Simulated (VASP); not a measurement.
A run of VASP 6.6.1:

The input INCAR:

```
SYSTEM = CdSe
PREC     = Accurate       ! precision mode
ENCUT    = 520            ! plane-wave cutoff, eV
EDIFF    = 1E-8           ! SCF threshold, eV
ISMEAR   = -1             ! smearing method
SIGMA    = 0.03           ! smearing width, eV
LREAL    = .FALSE.        ! projectors in reciprocal space
LASPH    = .TRUE.         ! aspherical terms in the spheres
NELM     = 60             ! most SCF steps
ALGO     = Normal         ! electronic algorithm
ISIF     = 2              ! what is computed and relaxed
LWAVE    = .FALSE.        ! write WAVECAR
LCHARG   = .FALSE.        ! write CHGCAR
GGA      = CA             ! functional
LEFG     = .TRUE.       
NBANDS   = 16             ! bands
```

File KPOINTS:

```
regular mesh
0
G
  8 8 8
  0 0 0
```

POSCAR

```
CdSe
1.0
    0.0000000000      3.0702711986      3.0702711986
    3.0702711986      0.0000000000      3.0702711986
    3.0702711986      3.0702711986      0.0000000000
Cd Se
1 1
Direct
    0.0000000000      0.0000000000      0.0000000000
    0.2500000000      0.2500000000      0.2500000000
```

Potentials or basis: VASP PAW LDA potentials, release 64 (Cd, Se).

Command:

```bash
$ cat potpaw_LDA.64/Cd/POTCAR potpaw_LDA.64/Se/POTCAR > POTCAR
$ mpirun -np 1 vasp_std > vasp.out
```

Hardware: 1 thread of Intel(R) Xeon(R) Platinum 8488C (Sapphire Rapids), with other jobs on the host.

Q: Estimate the wall time of this run.

A: It took 19 s on 1 thread of Intel(R) Xeon(R) Platinum 8488C (Sapphire Rapids) (shared host), peak memory 0.16 GiB. Counts: scf iterations 15, k points 29.
